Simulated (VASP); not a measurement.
# Te2Mo (P6_3/mmc) in VASP: single point with PBEsol+U

Aim: the single point of Te2Mo with PBEsol+U.

All numbers are computed with VASP 6.6.1; they aren't measurements. Logs are shortened: lines on timing, memory, paths and dates and some standing lists are left out, and cuts for length are marked.

### 1 The cell of the first run

It takes space group P6_3/mmc (No. 194, hexagonal). The conventional cell has a = 3.518 Å, b = 3.518 Å, c = 13.974 Å, α = 90.00°, β = 90.00°, γ = 120.00°. Within 3.7 Å of Te (site symmetry 3m) lie 3 Mo at 2.72 Å and 7 Te at 3.52 to 3.61 Å. Mo (site symmetry -6m2) has 6 Te at 2.72 Å and 6 Mo at 3.52 Å within 3.6 Å.

### 2 Single point, PBEsol+U, collinear spin

The input, INCAR:

```
PREC = Accurate ; ENCUT = 520
EDIFF = 1E-6 ; ISMEAR = 0
SIGMA = 0.05 ; LREAL = F
LASPH = T ; NELM = 150
ALGO = Normal ; ISIF = 2
LWAVE = F ; LCHARG = F
ISPIN = 2 ; MAGMOM = 0 0 0 0 2 2
LORBIT = 11 ; LMAXMIX = 4
LDAU = T ; LDAUTYPE = 2
LDAUL = -1 2 ; LDAUU = 0 7
LDAUJ = 0 0 ; LDAUPRINT = 1
GGA = PS ; NBANDS = 39
```

The input, KPOINTS:

```
regular mesh
0
Gamma
  6 6 2
```

The input, POSCAR:

```
Te2Mo
1.0
    3.5181997400      0.0000000000      0.0000000000
   -1.7590998700      3.0468503500      0.0000000000
    0.0000000000      0.0000000000     13.9735999500
Te Mo
4 2
Direct
    0.3333333333      0.6666666667      0.6210000000
    0.6666666667      0.3333333333      0.1210000000
    0.3333333333      0.6666666667      0.8790000000
    0.6666666667      0.3333333333      0.3790000000
    0.3333333333      0.6666666667      0.2500000000
    0.6666666667      0.3333333333      0.7500000000
```

Potentials or basis: VASP PAW PBE potentials, release 64 (Te, Mo_sv).

Started as:

```console
> cat potpaw_PBE.64/Te/POTCAR potpaw_PBE.64/Mo_sv/POTCAR > POTCAR
> mpirun -np 1 vasp_std > vasp.out
```

OUTCAR:

```text
PREC = Accurate
   ENCUT = 520
   EDIFF = 1E-6
   ISMEAR = 0
   LREAL = F
   LASPH = T
   NELM = 150
   ISIF = 2
   ISPIN = 2
   LORBIT = 11
   GGA = PS

 ion  position               nearest neighbor table
   1  0.333  0.667  0.621-   6 2.72   6 2.72   6 2.72   3 3.61
   2  0.667  0.333  0.121-   5 2.72   5 2.72   5 2.72   4 3.61
   3  0.333  0.667  0.879-   6 2.72   6 2.72   6 2.72   1 3.61
   4  0.667  0.333  0.379-   5 2.72   5 2.72   5 2.72   2 3.61
   5  0.333  0.667  0.250-   2 2.72   4 2.72   2 2.72   4 2.72   2 2.72   4 2.72
   6  0.667  0.333  0.750-   1 2.72   3 2.72   1 2.72   3 2.72   1 2.72   3 2.72

  LATTYP: Found a hexagonal cell.
 ALAT       =     3.5181997400
 C/A-ratio  =     3.9718040426

  Lattice vectors:

 A1 = (   3.5181997400,   0.0000000000,   0.0000000000)
 A2 = (  -1.7590998700,   3.0468503500,   0.0000000000)
 A3 = (   0.0000000000,   0.0000000000,  13.9735999500)

Analysis of symmetry for initial positions (statically):
=====================================================================
 Subroutine PRICEL returns:
 Original cell was already a primitive cell.

 Routine SETGRP: Setting up the symmetry group for a
 hexagonal supercell.

 Subroutine GETGRP returns: Found 24 space group operations
 (whereof 12 operations were pure point group operations)
 out of a pool of 24 trial point group operations.

The static configuration has the point symmetry D_3d.
 The point group associated with its full space group is D_6h.

Analysis of symmetry for dynamics (positions and initial velocities):
=====================================================================
 Subroutine PRICEL returns:
 Original cell was already a primitive cell.

 Routine SETGRP: Setting up the symmetry group for a
 hexagonal supercell.

 Subroutine GETGRP returns: Found 24 space group operations
 (whereof 12 operations were pure point group operations)
 out of a pool of 24 trial point group operations.

The dynamic configuration has the point symmetry D_3d.
 The point group associated with its full space group is D_6h.

Analysis of structural, dynamic, and magnetic symmetry:
=====================================================================
 Subroutine PRICEL returns:
 Original cell was already a primitive cell.

 Routine SETGRP: Setting up the symmetry group for a
 hexagonal supercell.

 Subroutine GETGRP returns: Found 24 space group operations
 (whereof 12 operations were pure point group operations)
 out of a pool of 24 trial point group operations.

The overall configuration has the point symmetry D_3d.
 The point group associated with its full space group is D_6h.

 Subroutine INISYM returns: Found 24 space group operations
 (whereof 12 operations are pure point group operations),
 and found     1 'primitive' translations

----------------------------------------------------------------------------------------

                                     Primitive cell

  volume of cell :     149.7890

  direct lattice vectors                    reciprocal lattice vectors
     3.518199740  0.000000000  0.000000000     0.284236278  0.164103892  0.000000000
    -1.759099870  3.046850350  0.000000000     0.000000000  0.328207783  0.000000000
[... 153 lines left out ...]
  o =  0.3803  v =  0.0000  0.0000  0.0000  0.0000 -1.0000  0.0000  0.0000  0.0000  0.0000  0.0000      0.0000  0.0000  0.0000  0.0000  0.0000  0.0000  0.0000  0.0000  0.0000  0.0000
  o =  0.3803  v =  1.0000  0.0000  0.0000  0.0000  0.0000  0.0000  0.0000  0.0000  0.0000  0.0000      0.0000  0.0000  0.0000  0.0000  0.0000  0.0000  0.0000  0.0000  0.0000  0.0000
  o =  0.3995  v =  0.0000  0.0000  0.0000  0.0000  0.0000  0.0000 -1.0000 -0.0000 -0.0000  0.0000      0.0000  0.0000  0.0000  0.0000  0.0000  0.0000  0.0000  0.0000  0.0000  0.0000
  o =  0.3995  v =  0.0000  0.0000  0.0000  0.0000  0.0000  0.0000 -0.0000 -0.0000  1.0000  0.0000      0.0000  0.0000  0.0000  0.0000  0.0000  0.0000  0.0000  0.0000  0.0000  0.0000
  o =  0.3997  v =  0.0000 -1.0000 -0.0000 -0.0000 -0.0000  0.0000  0.0000  0.0000  0.0000  0.0000      0.0000  0.0000  0.0000  0.0000  0.0000  0.0000  0.0000  0.0000  0.0000  0.0000
  o =  0.3997  v =  0.0000 -0.0000  0.0000  1.0000  0.0000  0.0000  0.0000  0.0000  0.0000  0.0000      0.0000  0.0000  0.0000  0.0000  0.0000  0.0000  0.0000  0.0000  0.0000  0.0000

atom =   6  type =  2  l = 2

 onsite density matrix

spin component  1

  0.3803  0.0000  0.0000  0.0000 -0.0000
  0.0000  0.3997 -0.0000 -0.0000 -0.0000
  0.0000 -0.0000  0.3756 -0.0000 -0.0000
  0.0000 -0.0000 -0.0000  0.3997 -0.0000
 -0.0000 -0.0000 -0.0000 -0.0000  0.3803

spin component  2

  0.3798  0.0000  0.0000 -0.0000 -0.0000
  0.0000  0.3995  0.0000 -0.0000  0.0000
  0.0000  0.0000  0.3762  0.0000 -0.0000
 -0.0000 -0.0000  0.0000  0.3995 -0.0000
 -0.0000  0.0000 -0.0000 -0.0000  0.3798

 occupancies and eigenvectors

  o =  0.3756  v =  0.0000 -0.0000 -1.0000  0.0000 -0.0000  0.0000  0.0000  0.0000  0.0000  0.0000      0.0000  0.0000  0.0000  0.0000  0.0000  0.0000  0.0000  0.0000  0.0000  0.0000
  o =  0.3762  v =  0.0000  0.0000  0.0000  0.0000  0.0000  0.0000  0.0000 -1.0000  0.0000 -0.0000      0.0000  0.0000  0.0000  0.0000  0.0000  0.0000  0.0000  0.0000  0.0000  0.0000
  o =  0.3798  v =  0.0000  0.0000  0.0000  0.0000  0.0000  0.0000 -0.0000  0.0000  0.0000 -1.0000      0.0000  0.0000  0.0000  0.0000  0.0000  0.0000  0.0000  0.0000  0.0000  0.0000
  o =  0.3798  v =  0.0000  0.0000  0.0000  0.0000  0.0000  1.0000  0.0000  0.0000  0.0000  0.0000      0.0000  0.0000  0.0000  0.0000  0.0000  0.0000  0.0000  0.0000  0.0000  0.0000
  o =  0.3803  v =  0.0000 -0.0000  0.0000  0.0000 -1.0000  0.0000  0.0000  0.0000  0.0000  0.0000      0.0000  0.0000  0.0000  0.0000  0.0000  0.0000  0.0000  0.0000  0.0000  0.0000
  o =  0.3803  v =  1.0000  0.0000  0.0000  0.0000  0.0000  0.0000  0.0000  0.0000  0.0000  0.0000      0.0000  0.0000  0.0000  0.0000  0.0000  0.0000  0.0000  0.0000  0.0000  0.0000
  o =  0.3995  v =  0.0000  0.0000  0.0000  0.0000  0.0000  0.0000 -1.0000 -0.0000 -0.0000  0.0000      0.0000  0.0000  0.0000  0.0000  0.0000  0.0000  0.0000  0.0000  0.0000  0.0000
  o =  0.3995  v =  0.0000  0.0000  0.0000  0.0000  0.0000  0.0000 -0.0000 -0.0000  1.0000  0.0000      0.0000  0.0000  0.0000  0.0000  0.0000  0.0000  0.0000  0.0000  0.0000  0.0000
  o =  0.3997  v =  0.0000 -1.0000  0.0000 -0.0000  0.0000  0.0000  0.0000  0.0000  0.0000  0.0000      0.0000  0.0000  0.0000  0.0000  0.0000  0.0000  0.0000  0.0000  0.0000  0.0000
  o =  0.3997  v =  0.0000 -0.0000  0.0000  1.0000 -0.0000  0.0000  0.0000  0.0000  0.0000  0.0000      0.0000  0.0000  0.0000  0.0000  0.0000  0.0000  0.0000  0.0000  0.0000  0.0000

 number of electron      51.9999997 magnetization      -0.0000068

 Free energy of the ion-electron system (eV)
  ---------------------------------------------------
  ext. energy  EPLUGINS =         0.00000000
  ---------------------------------------------------
  free energy    TOTEN  =       -22.64891782 eV

  energy without entropy =      -22.64891782  energy(sigma->0) =      -22.64891782

 E-fermi :   8.5633     XC(G=0): -10.5893

 val. band max:        8.2533875421   @ k =   0.0000   0.0000   0.0000
 cond. band min:       9.0035577009   @ k =   0.1667   0.1667   0.0000
 fundamental gap:      0.7501701588
 Fermi energy:         8.5632651746

 spin component 1

 k-point     1 :       0.0000    0.0000    0.0000
  band No.  band energies     occupation
      1     -53.3527      1.00000
      2     -53.3527      1.00000
      3     -27.5072      1.00000
      4     -27.5072      1.00000
      5     -27.3971      1.00000
      6     -27.3971      1.00000
[... 563 lines left out ...]
     37      13.7605      0.00000
     38      13.7605      0.00000
 Fermi energy:         8.5632651746

 spin component 2

 k-point     1 :       0.0000    0.0000    0.0000
  band No.  band energies     occupation
      1     -53.3522      1.00000
      2     -53.3522      1.00000
      3     -27.5073      1.00000
      4     -27.5073      1.00000
      5     -27.3963      1.00000
      6     -27.3963      1.00000
[... 563 lines left out ...]
     37      13.7604      0.00000
     38      13.7604      0.00000
 [bands above 38 left out]

------------------------ aborting loop because EDIFF is reached ----------------------------------------

  FORCE on cell =-STRESS in cart. coord.  units (eV):
  Direction    XX          YY          ZZ          XY          YZ          ZX
  --------------------------------------------------------------------------------------
  -------------------------------------------------------------------------------------
  Total        0.9416093      0.9416093      2.4097890      0.0000000      0.0000000      0.0000000
  in kB       10.0716681     10.0716681     25.7756532      0.0000000      0.0000000      0.0000000
  external PRESSURE =      15.3063298 kB  Pullay stress =       0.0000000 kB

 VOLUME and BASIS-vectors are now :
 -----------------------------------------------------------------------------
  energy-cutoff  :      520.00
  volume of cell :      149.79
      direct lattice vectors                 reciprocal lattice vectors
     3.518199740  0.000000000  0.000000000     0.284236278  0.164103892  0.000000000
    -1.759099870  3.046850350  0.000000000     0.000000000  0.328207783  0.000000000
     0.000000000  0.000000000 13.973599950     0.000000000  0.000000000  0.071563520

 POSITION                                       TOTAL-FORCE (eV/Angst)
 -----------------------------------------------------------------------------------
     -0.00000      2.03123      8.67761         0.000000     -0.000000     -0.330325
      1.75910      1.01562      1.69081         0.000000      0.000000     -0.330325
     -0.00000      2.03123     12.28279         0.000000     -0.000000      0.330325
      1.75910      1.01562      5.29599         0.000000      0.000000      0.330325
     -0.00000      2.03123      3.49340        -0.000000      0.000000      0.000000
      1.75910      1.01562     10.48020         0.000000     -0.000000      0.000000
 -----------------------------------------------------------------------------------
    total drift:                               -0.000000      0.000000     -0.000000

  FREE ENERGIE OF THE ION-ELECTRON SYSTEM (eV)
  ---------------------------------------------------
  free  energy   TOTEN  =       -22.6489178182 eV

  energy  without entropy=      -22.6489178182  energy(sigma->0) =      -22.64891782

 total charge

# of ion       s       p       d       tot
------------------------------------------
    1        1.386   1.986   0.066   3.438
    2        1.386   1.986   0.066   3.438
    3        1.386   1.986   0.066   3.438
    4        1.386   1.986   0.066   3.438
    5        2.273   6.159   3.824  12.255
    6        2.273   6.159   3.824  12.255
--------------------------------------------------
tot         10.089  20.262   7.913  38.263

 magnetization (x)

# of ion       s       p       d       tot
------------------------------------------
    1       -0.000  -0.000   0.000  -0.000
    2       -0.000  -0.000   0.000  -0.000
    3       -0.000  -0.000   0.000  -0.000
    4       -0.000  -0.000   0.000  -0.000
    5        0.000  -0.000   0.001   0.001
    6        0.000  -0.000   0.001   0.001
--------------------------------------------------
tot         -0.000  -0.001   0.001   0.000
```

It took 6.7 min on 1 thread of Intel Xeon Platinum 8488C (Sapphire Rapids), shared host; peak memory 0.4 GiB.

What came out:

| Property | Result |
| --- | --- |
| Free energy | -22.6489 eV |
| Pressure | 1.5 GPa |
| Largest force | 0.330 eV/Å |
| Band gap on the k mesh | 0.75 eV (least direct gap 1.05 eV) |
| Net moment | 0.00 μB per cell |
| Valence electrons inside the program's atomic spheres | Te 3.44; Mo 12.26 |

Forces on the atoms (eV/Å):
```
Te   0.000  0.000 -0.330
Te   0.000  0.000 -0.330
Te   0.000  0.000  0.330
Te   0.000  0.000  0.330
Mo   0.000  0.000  0.000
Mo   0.000  0.000  0.000
```

Eigenvalues of the final occupation matrices:
```
    site  spin  trace               eigenvalues
site 5 d     1   1.94  0.38 0.38 0.38 0.40 0.40
site 5 d     2   1.93  0.38 0.38 0.38 0.40 0.40
site 6 d     1   1.94  0.38 0.38 0.38 0.40 0.40
site 6 d     2   1.93  0.38 0.38 0.38 0.40 0.40
```

Caveat: the PAW data sets were made with another functional, which shifts forces and pressure a little; spin-orbit coupling is left out, which moves the levels of the heavy elements; this functional lacks dispersion, which binds the layers, so the pressure and a relaxed spacing across them are unreliable; the U is typed as a test and isn't derived for this compound. A k mesh can miss the band edges.
